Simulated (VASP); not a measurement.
Runs of VASP 6.6.1 on In. The structure is that of space group Pm-3m (No. 221), or close to it. The cells are those of the table. 

```tsv
task	cell	cutoff (eV)	gap on the mesh (eV)	pressure (GPa)
relaxation of cell and atoms	relaxed to 410 GPa from a = 2.202 Å, 1 atom	600	none	410.0
relaxation of cell and atoms	relaxed to 410 GPa from a = 2.181 Å, 1 atom	600	none	410.0
single point	a = 2.203 Å, 1 atom	520	none	(a)
single point	a = 2.202 Å, 1 atom	520	none	416.6
```

Alike in all rows: level LDA; potentials or basis VASP PAW LDA potentials, release 64 (In_d); no spin polarisation; k mesh 17 × 17 × 17; smearing fermi-dirac 0.08 eV.

Question: Estimate the missing entries.

Answer: (a) 415.4.

Caveats: spin-orbit coupling is left out, which moves the levels of the heavy elements; the cell is relaxed towards a set pressure, so the enthalpy falls and the energy may rise (some runs).

A k mesh can miss the band edges, and the runs leave out spin-orbit coupling on In.

A gap of «none» marks levels without a gap at the run's occupations.
